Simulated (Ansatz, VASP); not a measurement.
**Li2TaO3 in VASP and in Ansatz**

```
Li Ta O
1.0
     3.78525    0.00000    0.00000
     0.00000    3.78525    0.00000
     0.00000    0.00000    7.66587
Li Ta O
2 1 3
Cartesian
  0.0000 0.0000 7.5806
  0.0000 0.0000 4.2169
  1.8926 1.8926 2.7605
  1.8926 1.8926 0.9655
  1.8926 0.0000 3.3372
  0.0000 1.8926 3.3372
```

Alike in both runs: functional PBE; k mesh 4 × 4 × 4; occupations gaussian, width 0.1 eV; no spin polarisation.

Ansatz relaxed the structure, and its values are those at the end. VASP's run is a single point on that final structure, the one shown.

|  | VASP | Ansatz |
| --- | --- | --- |
| version | VASP 6.6.1 | Ansatz 0.2.0 |
| potentials or method | VASP PAW PBE potentials, release 64 (Li_sv, Ta_pv, O), cutoff 520 eV | scalar-relativistic, plane waves, PAW |
| valence electrons in the cell | 35 | 37 |

Ansatz gave:

* gap on the k mesh at the Fermi level (eV): none
* rms of the force components (eV/Å): 0.002

Task: Which values does VASP return?

Result: gap on the k mesh at the Fermi level (eV): none; rms of the force components (eV/Å): 0.094.

A gap of «none» marks a metal or a gap that the smearing closes. The functional is the same, so the differences come from potentials, cutoffs and numerics. VASP's potentials hold 35 valence electrons a cell and Ansatz's 37, so a difference there can come from the potentials and not from the codes.

The k mesh is coarse, so the values compare programs but aren't converged. Neither program's run includes spin-orbit coupling. Noted on VASP's run: the cutoff is short for stress, so the pressure is rough.
